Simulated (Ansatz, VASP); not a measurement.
# GaN in VASP and in Ansatz

```
Ga N
1.0
     3.18310    0.00000    0.00000
    -1.59155    2.75665    0.00000
     0.00000    0.00000    5.18358
Ga N
2 2
Direct
  0.33333 0.66667 0.99911
  0.66667 0.33333 0.49911
  0.33333 0.66667 0.37589
  0.66667 0.33333 0.87589
```

Alike in both runs: functional r2SCAN; k mesh 10 × 10 × 6; occupations fermi-dirac, width 0.08 eV; no spin polarisation.

Ansatz relaxed the structure, and its values are those at the end. VASP's run is a single point on that final structure, the one shown.

|  | VASP | Ansatz |
| --- | --- | --- |
| version | VASP 6.6.1 | Ansatz 0.2.0 |
| potentials or method | VASP PAW PBE potentials, release 64 (Ga_d, N) | PAW with Ansatz's default frozen-core files, scalar-relativistic |
| plane-wave cutoff (eV) | 520 | 500 |
| valence electrons in the cell | 36 | 36 |

|  | VASP | Ansatz | Ansatz less VASP |
| --- | --- | --- | --- |
| pressure (GPa) | 1.1 | 0.0 | -1.08 |
| rms of the force components (eV/Å) | 0.003 | 0.000 | -0.0030 |

VASP's potentials were made for PBE, not for r2SCAN. With one functional, cell and mesh, what is left measures potentials, basis and numerics.
